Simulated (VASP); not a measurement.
# Pt (P6_3/mmc) in VASP: a series of runs, part 3 of 3

VASP 6.6.1.

**4. Single point, PBEsol**

This run uses another cell than the first one: it holds 4 atoms, not 2.

The input, INCAR:

```
SYSTEM = Pt
PREC = Accurate
ENCUT = 520
EDIFF = 1E-7
ISMEAR = 0
SIGMA = 0.1
LREAL = .FALSE.
LASPH = .TRUE.
NELM = 80
ALGO = Normal
ISIF = 2
LWAVE = .FALSE.
LCHARG = .TRUE.
GGA = PS
LELF = .TRUE.
LVHAR = .TRUE.
NBANDS = 28
```

The input, KPOINTS:

```
regular mesh
0
G
  6 6 4
  0 0 0
```

The input, POSCAR:

```
Pt
1.0
    3.5578603427      0.0000000000      0.0000000000
   -1.7789301714      3.0811974399      0.0000000000
    0.0000000000      0.0000000000      5.8704695655
Pt
4
Direct
    0.3333333333      0.6666666667      0.4375000000
    0.6666666667      0.3333333333      0.9375000000
    0.6666666667      0.3333333333      0.5625000000
    0.3333333333      0.6666666667      0.0625000000
```

Potentials or basis: VASP PAW PBE potentials, release 64 (Pt).

Run with:

```bash
cat potpaw_PBE.64/Pt/POTCAR > POTCAR
mpirun -np 1 vasp_std > vasp.out
```

OUTCAR:

```text
SYSTEM = Pt
   PREC = Accurate
   ENCUT = 520
   EDIFF = 1E-7
   ISMEAR = 0
   LREAL = .FALSE.
   LASPH = .TRUE.
   NELM = 80
   ISIF = 2
   GGA = PS

 ion  position               nearest neighbor table
   1  0.333  0.667  0.438-   3 2.18   3 2.18   3 2.18   4 2.20
   2  0.667  0.333  0.938-   4 2.18   4 2.18   4 2.18   3 2.20
   3  0.667  0.333  0.562-   1 2.18   1 2.18   1 2.18   2 2.20
   4  0.333  0.667  0.062-   2 2.18   2 2.18   2 2.18   1 2.20

  LATTYP: Found a hexagonal cell.
 ALAT       =     3.5578603427
 C/A-ratio  =     1.6500000000

  Lattice vectors:

 A1 = (   3.5578603427,   0.0000000000,   0.0000000000)
 A2 = (  -1.7789301714,   3.0811974399,   0.0000000000)
 A3 = (   0.0000000000,   0.0000000000,   5.8704695655)

Analysis of symmetry for initial positions (statically):
=====================================================================
 Subroutine PRICEL returns:
 Original cell was already a primitive cell.

 Routine SETGRP: Setting up the symmetry group for a
 hexagonal supercell.

 Subroutine GETGRP returns: Found 24 space group operations
 (whereof 12 operations were pure point group operations)
 out of a pool of 24 trial point group operations.

The static configuration has the point symmetry D_3d.
 The point group associated with its full space group is D_6h.

Analysis of symmetry for dynamics (positions and initial velocities):
=====================================================================
 Subroutine PRICEL returns:
 Original cell was already a primitive cell.

 Routine SETGRP: Setting up the symmetry group for a
 hexagonal supercell.

 Subroutine GETGRP returns: Found 24 space group operations
 (whereof 12 operations were pure point group operations)
 out of a pool of 24 trial point group operations.

The dynamic configuration has the point symmetry D_3d.
 The point group associated with its full space group is D_6h.

 Subroutine INISYM returns: Found 24 space group operations
 (whereof 12 operations are pure point group operations),
 and found     1 'primitive' translations

----------------------------------------------------------------------------------------

                                     Primitive cell

  volume of cell :      64.3548

  direct lattice vectors                    reciprocal lattice vectors
     3.557860343  0.000000000  0.000000000     0.281067806  0.162274573  0.000000000
    -1.778930171  3.081197440  0.000000000     0.000000000  0.324549147  0.000000000
     0.000000000  0.000000000  5.870469565     0.000000000  0.000000000  0.170344125

  length of vectors
     3.557860343  3.557860343  5.870469565     0.324549147  0.324549147  0.170344125

  position of ions in fractional coordinates (direct lattice)
     0.333333333  0.666666667  0.437500000
     0.666666667  0.333333333  0.937500000
     0.666666667  0.333333333  0.562500000
     0.333333333  0.666666667  0.062500000

  ion indices of the primitive-cell ions
   primitive index   ion index
                 1           1
                 2           2
                 3           3
                 4           4

----------------------------------------------------------------------------------------

 KPOINTS: regular mesh

Automatic generation of k-mesh.
 Grid dimensions read from file:
 generate k-points for:    6    6    4

 Generating k-lattice:

  Cartesian coordinates                     Fractional coordinates (reciprocal lattice)
     0.046844634  0.027045762  0.000000000     0.166666667  0.000000000  0.000000000
     0.000000000  0.054091524  0.000000000     0.000000000  0.166666667  0.000000000
     0.000000000  0.000000000  0.042586031     0.000000000  0.000000000  0.250000000

  Length of vectors
     0.054091524  0.054091524  0.042586031

  Shift w.r.t. Gamma in fractional coordinates (k-lattice)
     0.000000000  0.000000000  0.000000000

 Subroutine IBZKPT returns following result:
 ===========================================

 Found     21 irreducible k-points:

 Following reciprocal coordinates:
            Coordinates               Weight
  0.000000  0.000000  0.000000      1.000000
  0.166667 -0.000000  0.000000      6.000000
  0.333333 -0.000000  0.000000      6.000000
  0.500000 -0.000000  0.000000      3.000000
  0.166667  0.166667  0.000000      6.000000
  0.333333  0.166667  0.000000     12.000000
[... 13 lines left out ...]
  0.333333  0.166667  0.500000     12.000000
  0.333333  0.333333  0.500000      2.000000
   k-points           NKPTS =     21   k-points in BZ     NKDIM =     21   number of bands    NBANDS=     28
   number of dos      NEDOS =    301   number of ions     NIONS =      4
   total plane-waves  NPLWV =  37632
   dimension x,y,z NGX =    28 NGY =   28 NGZ =   48
   dimension x,y,z NGXF=    56 NGYF=   56 NGZF=   96
   ions per type =               4
   NGX,Y,Z   is equivalent  to a cutoff of  13.08, 13.08, 13.59 a.u.
   NGXF,Y,Z  is equivalent  to a cutoff of  26.17, 26.17, 27.19 a.u.
 SYSTEM =  Pt
   PREC   = accura    normal or accurate (medium, high low for compatibility)
   ISTART =      0    job   : 0-new  1-cont  2-samecut
   ICHARG =      2    charge: 1-file 2-atom 10-const
   ISPIN  =      1    spin polarized calculation?
   LNONCOLLINEAR =      F non collinear calculations
   LSORBIT =      F    spin-orbit coupling
   LASPH  =      T    aspherical Exc in radial PAW
   ENCUT  =  520.0 eV  38.22 Ry    6.18 a.u.   6.62  6.62 10.92*2*pi/ulx,y,z
   NELM   =     80;   NELMIN=  2; NELMDL= -5     # of ELM steps
   EDIFF  = 0.1E-06   stopping-criterion for ELM
   LREAL  =      F    real-space projection
   EDIFFG = 0.1E-05   stopping-criterion for IOM
   NSW    =      0    number of steps for IOM
   IBRION =     -1    ionic relax: 0-MD 1-quasi-New 2-CG
   NFREE  =      0    steps in history (QN), initial steepest desc. (CG)
   ISIF   =      2    stress and relaxation
   ISYM   =      2    0-nonsym 1-usesym 2-fastsym
   POTIM  = 0.5000    time-step for ionic-motion
   TEBEG  =    0.0;   TEEND  =   0.0 temperature during run
   PSTRESS=    0.0 pullay stress
   NELECT =      40.0000    total number of electrons
   NUPDOWN=      -1.0000    fix difference up-down
   EMIN   =  10.00;   EMAX   =-10.00  energy-range for DOS
   EFERMI =   0.00;   METHOD = LEGACY
   ISMEAR =     0;   SIGMA  =   0.10  broadening in eV -4-tet -1-fermi 0-gaus
   EFERMI_NEDOS =   21; number of points for ismear=-14 and -15
   IALGO  =     38    algorithm
   IMIX   =      4    mixing-type and parameters
     AMIX     =   0.40;   BMIX     =  1.00
     AMIX_MAG =   1.60;   BMIX_MAG =  1.00
  volume/ion in A,a.u.               =      16.09       108.57
  Fermi-wavevector in a.u.,A,eV,Ry     =   1.397122  2.640178 26.557900  1.951951
  Thomas-Fermi vector in A             =   2.520409
   LORBIT       =      0    0 simple, 1 ext, 2 COOP (PROOUT), +10 PAW based schemes
   GGA     = PS    functional components
   LHFCALC =     F    Hartree Fock is set to
   AEXX    =    0.0000 exact exchange contribution
   IVDW    =     0    specifies the selected vdW correction
   LEPSILON=     F    determine dielectric tensor
   LRPA    =     F    only Hartree local field effects (RPA)
 non-spin polarized calculation
 Gauss-broadening in eV      SIGMA  =   0.10
  energy-cutoff  :      520.00
  volume of cell :       64.35
 maximum number of plane-waves:      1762
 NGX is ok and might be reduce to    28

 number of electron      39.9999998 magnetization

 Free energy of the ion-electron system (eV)
  ---------------------------------------------------
  ext. energy  EPLUGINS =         0.00000000
  ---------------------------------------------------
  free energy    TOTEN  =       -15.83567913 eV

  energy without entropy =      -15.80928129  energy(sigma->0) =      -15.82248021

 E-fermi :  11.0621     XC(G=0): -12.8509

 val. band max:       11.0581990113   @ k =   0.5000  -0.0000   0.0000
 cond. band min:      11.1416252381   @ k =   0.5000  -0.0000   0.2500
 fundamental gap:      0.0834262268
 Fermi energy:        11.0620749622

 k-point     1 :       0.0000    0.0000    0.0000
  band No.  band energies     occupation
      1       0.5259      2.00000
      2       2.7059      2.00000
      3       2.7059      2.00000
      4       3.1417      2.00000
      5       3.1417      2.00000
      6       3.1919      2.00000
[... 20 lines left out ...]
     27      23.1293      0.00000
[... 598 lines left out ...]
      6       3.5890      2.00000
[... 20 lines left out ...]
     27      19.0583      0.00000
     28      19.0583      0.00000

------------------------ aborting loop because EDIFF is reached ----------------------------------------

  FORCE on cell =-STRESS in cart. coord.  units (eV):
  Direction    XX          YY          ZZ          XY          YZ          ZX
  --------------------------------------------------------------------------------------
  -------------------------------------------------------------------------------------
  Total       48.1921702     48.1921702     44.0181407     -0.0000000      0.0000000      0.0000000
  in kB     1199.7915554   1199.7915554   1095.8749783     -0.0000000      0.0000000      0.0000000
  external PRESSURE =    1165.1526964 kB  Pullay stress =       0.0000000 kB

 VOLUME and BASIS-vectors are now :
 -----------------------------------------------------------------------------
  energy-cutoff  :      520.00
  volume of cell :       64.35
      direct lattice vectors                 reciprocal lattice vectors
     3.557860343  0.000000000  0.000000000     0.281067806  0.162274573  0.000000000
    -1.778930171  3.081197440  0.000000000     0.000000000  0.324549147  0.000000000
     0.000000000  0.000000000  5.870469565     0.000000000  0.000000000  0.170344125

 POSITION                                       TOTAL-FORCE (eV/Angst)
 -----------------------------------------------------------------------------------
     -0.00000      2.05413      2.56833         0.000000     -0.000000     -0.842852
      1.77893      1.02707      5.50357        -0.000000      0.000000     -0.842852
      1.77893      1.02707      3.30214        -0.000000      0.000000      0.842852
     -0.00000      2.05413      0.36690         0.000000     -0.000000      0.842852
 -----------------------------------------------------------------------------------
    total drift:                               -0.000000      0.000000     -0.000000

  FREE ENERGIE OF THE ION-ELECTRON SYSTEM (eV)
  ---------------------------------------------------
  free  energy   TOTEN  =       -15.8356791321 eV

  energy  without entropy=      -15.8092812920  energy(sigma->0) =      -15.82248021
```

OSZICAR:

```text
N       E                     dE             d eps       ncg     rms          rms(c)
DAV:   1     0.265607358979E+03    0.26561E+03   -0.20855E+04  1176   0.138E+03
DAV:   2    -0.844964584204E+01   -0.27406E+03   -0.26109E+03  1280   0.313E+02
DAV:   3    -0.175788399489E+02   -0.91292E+01   -0.89915E+01  1324   0.567E+01
DAV:   4    -0.176687787675E+02   -0.89939E-01   -0.89907E-01  1256   0.568E+00
DAV:   5    -0.176700707296E+02   -0.12920E-02   -0.12919E-02  1276   0.740E-01    0.462E+01
DAV:   6    -0.162154226967E+02    0.14546E+01   -0.22861E+00  1216   0.983E+00    0.274E+01
DAV:   7    -0.158608843409E+02    0.35454E+00   -0.57031E-01  1252   0.485E+00    0.367E+00
DAV:   8    -0.158357301314E+02    0.25154E-01   -0.11950E-01  1196   0.218E+00    0.585E-01
DAV:   9    -0.158356379498E+02    0.92182E-04   -0.11046E-03  1260   0.216E-01    0.190E-01
DAV:  10    -0.158356792208E+02   -0.41271E-04   -0.64789E-05  1292   0.474E-02    0.201E-02
DAV:  11    -0.158356800240E+02   -0.80318E-06   -0.45570E-06  1288   0.128E-02    0.903E-03
DAV:  12    -0.158356790845E+02    0.93944E-06   -0.86346E-07  1224   0.530E-03    0.161E-03
DAV:  13    -0.158356791321E+02   -0.47583E-07   -0.22558E-08   652   0.888E-04
   1 F= -.15835679E+02 E0= -.15822480E+02  d E =-.263978E-01
```

stdout:

```text
POSCAR found type information on POSCAR Pt
 POSCAR found :  1 types and       4 ions
 scaLAPACK will be used
 -----------------------------------------------------------------------------
|                                                                             |
|                                                                             |
|     You enforced a specific xc type in the INCAR file but a different       |
|     I HOPE YOU KNOW WHAT YOU ARE DOING!                                     |
|                                                                             |
 -----------------------------------------------------------------------------

 LDA part: xc-table for (Slater+PW92), standard interpolation
 POSCAR, INCAR and KPOINTS ok, starting setup
 FFT: planning ... GRIDC
 FFT: planning ... GRID_SOFT
 FFT: planning ... GRID
 WAVECAR not read
 entering main loop
```

Run time: 17 s. Hardware: 1 thread of Intel Xeon 6975P-C (Granite Rapids), shared host; peak memory 0.19 GiB.

Results:

```yaml
Free_energy: -15.8357 eV
Pressure: 116.5 GPa
Largest_force: 0.843 eV/Å
Band_gap_on_the_k_mesh: zero (bands 20 and 21 overlap by 0.66 eV)
```

Forces on the atoms (eV/Å):
```
Pt   0.000  0.000 -0.843
Pt   0.000  0.000 -0.843
Pt   0.000  0.000  0.843
Pt   0.000  0.000  0.843
```

Stress tensor (GPa, compression positive):
```
119.98   0.00   0.00
  0.00 119.98   0.00
  0.00   0.00 109.59
```

Levels at points of the mesh, in eV from the Fermi level:
| k point | band 16 | band 17 | band 18 | band 19 | band 20 | band 21 | band 22 | band 23 | band 24 | band 25 |
| --- | --- | --- | --- | --- | --- | --- | --- | --- | --- | --- |
| (0.00, 0.00, 0.00) | -3.13 | -2.44 | -2.44 | -0.38 | -0.38 | 0.44 | 0.44 | 1.57 | 9.35 | 10.31 |
| (0.50, 0.00, 0.00) | -2.70 | -2.21 | -1.18 | 0.00 | 0.08 | 0.39 | 0.76 | 2.07 | 2.39 | 3.49 |
| (0.00, 0.00, 0.50) | -2.77 | -2.77 | -2.77 | -0.02 | -0.02 | -0.02 | -0.02 | 6.29 | 6.29 | 10.61 |
| (0.50, 0.00, 0.50) | -2.91 | -0.93 | -0.93 | -0.47 | -0.47 | -0.18 | -0.18 | 1.56 | 1.56 | 6.81 |

Caveat: the cell stands under pressure; the PAW data sets were made with another functional, which shifts forces and pressure a little; spin-orbit coupling is left out, which moves the levels of the heavy elements.

**5. Single point, PBEsol**

This run uses another cell than the first one: it holds 4 atoms, not 2.

The input, INCAR:

```
SYSTEM = Pt
ALGO = Normal ; EDIFF = 1E-7
ENCUT = 520 ; GGA = PS
ISIF = 2 ; ISMEAR = 0
LASPH = .TRUE. ; LCHARG = .TRUE.
LELF = .TRUE. ; LREAL = .FALSE.
LVHAR = .TRUE. ; LWAVE = .FALSE.
NBANDS = 28 ; NELM = 80
PREC = Accurate ; SIGMA = 0.1
```

The input, KPOINTS:

```
k-points
0
G
  6 6 4
  0 0 0
```

The input, POSCAR:

```
Pt
1.0
    3.9952375091      0.0000000000      0.0000000000
   -1.9976187546      3.4599771770      0.0000000000
    0.0000000000      0.0000000000      6.6441421975
Pt
4
Direct
    0.3333333333      0.6666666667      0.4341032838
    0.6666666667      0.3333333333      0.9341032838
    0.6666666667      0.3333333333      0.5658967162
    0.3333333333      0.6666666667      0.0658967162
```

Run with:

```bash
cat potpaw_PBE.64/Pt/POTCAR > POTCAR
mpirun -np 1 vasp_std > vasp.out
```

Run time: 22 s. Hardware: 1 thread of Intel Xeon 6975P-C (Granite Rapids), shared host; peak memory 0.2 GiB.

It converged, with:

| Property | Result |
| --- | --- |
| Free energy | -22.9386 eV |
| Pressure | -0.3 GPa |
| Largest force | 0.006 eV/Å |
| Band gap on the k mesh | zero (bands 20 and 21 overlap by 0.53 eV) |

Forces in eV/Å, atoms in the order of the input:
```
Pt   0.000  0.000 -0.006
Pt   0.000  0.000 -0.006
Pt   0.000  0.000  0.006
Pt   0.000  0.000  0.006
```

Stress tensor (GPa, compression positive):
```
-0.30  0.00  0.00
 0.00 -0.30  0.00
 0.00  0.00 -0.19
```

Levels at points of the mesh, in eV from the Fermi level:
```
           k point  band 18  band 19  band 20  band 21  band 22  band 23
(0.00, 0.00, 0.00)    -1.56    -0.16    -0.16     0.06     0.06     1.06
(0.50, 0.00, 0.00)    -0.80    -0.16     0.07     0.14     0.41     2.14
(0.00, 0.00, 0.50)    -1.68    -0.12    -0.12    -0.12    -0.12     4.84
(0.50, 0.00, 0.50)    -0.55    -0.37    -0.37     0.22     0.22     1.09
```

Caveat: the PAW data sets were made with another functional, which shifts forces and pressure a little; spin-orbit coupling is left out, which moves the levels of the heavy elements.

**6. Overview**

| cell | k mesh | cutoff (eV) | gap on the mesh (eV) | pressure (GPa) | largest force (eV/Å) |
| --- | --- | --- | --- | --- | --- |
| a = 2.721, b = 2.721, c = 4.721 Å, angles 90.0, 90.0, 120.0°, 2 atoms, atomic positions A | 9 × 9 × 4 | 500 | none | -0.2 | - |
| a = 2.761, b = 2.761, c = 4.792 Å, angles 90.0, 90.0, 120.0°, 2 atoms, atomic positions A | 9 × 9 × 4 | 500 | none | -11.2 | - |
| a = 3.558, b = 3.558, c = 5.870 Å, angles 90.0, 90.0, 120.0°, 4 atoms, atomic positions B | 6 × 6 × 4 | 520 | none | 116.5 | 0.84 |
| a = 3.995, b = 3.995, c = 6.644 Å, angles 90.0, 90.0, 120.0°, 4 atoms, atomic positions C | 6 × 6 × 4 | 520 | none | -0.3 | 0.01 |

Alike in all rows: task single point; level PBEsol; potentials or basis VASP PAW PBE potentials, release 64 (Pt); no spin polarisation; smearing gaussian 0.1 eV.

Caveats: the PAW data sets were made with another functional, which shifts forces and pressure a little; spin-orbit coupling is left out, which moves the levels of the heavy elements; the cell stands under tension (at least some runs); the cell stands under pressure (at least some runs).

Total energies depend on the potentials used, so only differences within one code and one set of settings carry meaning.
